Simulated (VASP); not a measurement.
Wanted: the native input for a VASP 6.6.1 run.

```yaml
Task: single point
Functional: PBE
Potentials_or_basis: VASP PAW PBE potentials, release 64 (Hf_pv, Cl)
Cutoff: 520 eV
k_mesh: 12 × 12 × 2
Occupations: gaussian, width 0.1 eV
Spin: no spin polarisation
Dipole_correction: no
Further_INCAR_settings: ALGO = Normal; EDIFF = 1e-06; NBANDS = 48
```

The structure of Hf7Cl lies in POSCAR:

```
Hf7Cl
1.0
    3.2160977339      0.0000000000      0.0000000000
   -1.6080488670      2.7852223386      0.0000000000
    0.0000000000      0.0000000000     19.3039142379
Hf Cl
7 1
Direct
    0.3333333333      0.6666666667      0.8913746667
    0.3333333333      0.6666666667      0.1086253333
    0.3333333333      0.6666666667      0.6305197390
    0.0000000000      0.0000000000      0.5000000000
    0.0000000000      0.0000000000      0.2365310700
    0.3333333333      0.6666666667      0.3694802610
    0.0000000000      0.0000000000      0.7634689300
    0.0000000000      0.0000000000      0.0000000000
```

These files were run (other wordings do the same):

INCAR

```
PREC = Accurate ; ENCUT = 520
EDIFF = 1E-6 ; ISMEAR = 0
SIGMA = 0.1 ; LREAL = False
LASPH = True ; NELM = 80
ALGO = Normal ; ISIF = 2
LWAVE = False ; LCHARG = False
GGA = PE ; NBANDS = 48
```

KPOINTS

```
Automatic mesh
0
Gamma
  12 12 2
```

Potentials or basis: VASP PAW PBE potentials, release 64 (Hf_pv, Cl).

The run is started by

```console
$ cat potpaw_PBE.64/Hf_pv/POTCAR potpaw_PBE.64/Cl/POTCAR > POTCAR
$ mpirun -np 1 vasp_std > vasp.out
```

Results of the run:

* Pressure: -0.3 GPa
* Largest force: 0.050 eV/Å
* Band gap on the k mesh: zero (an odd number of electrons rules out a gap without spin polarisation)

Caveat: spin-orbit coupling is left out, which moves the levels of the heavy elements.

Run time: 6.8 min on 1 thread of Intel(R) Xeon(R) Platinum 8259CL CPU @ 2.50GHz (Skylake/Cascade Lake), on a shared host, peak memory 0.41 GiB.
